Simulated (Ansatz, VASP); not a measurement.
# One calculation of WSe2, two programs

```
W Se
1.0
     3.49213    0.00000    0.00000
    -1.74606    3.02427    0.00000
     0.00000    0.00000   16.65814
W Se
1 2
Direct
  0.00000 0.00000 0.00000
  0.33333 0.66667 0.09979
  0.33333 0.66667 0.90021
```

Change from the starting cell: strain +0.0525 x Voigt [1, 1, 0, 0, 0, 0], atoms carried along.

Alike in both runs: task single point; functional r2SCAN; k mesh 12 × 12 × 2; occupations gaussian, width 0.05 eV; no spin polarisation.

|  | VASP | Ansatz |
| --- | --- | --- |
| version | VASP 6.6.1 | Ansatz 0.2.0 |
| potentials or method | VASP PAW PBE potentials, release 64 (W_sv, Se), cutoff 520 eV | scalar-relativistic, plane waves, PAW |
| valence electrons in the cell | 26 | 46 |

```csv
,VASP,Ansatz,Ansatz less VASP
gap on the k mesh at the Fermi level (eV),1.10,1.10,+0.005
least direct gap on the mesh (eV),1.19,1.19,-0.001
rms of the force components (eV/Å),0.443,0.455,+0.0126
```

VASP's potentials were made for PBE, not for r2SCAN. Atom by atom the forces differ by 0.013 eV/Å (rms over components). VASP's potentials hold 26 valence electrons a cell and Ansatz's 46, so a difference there can come from the potentials and not from the codes.

Neither program's run includes spin-orbit coupling.
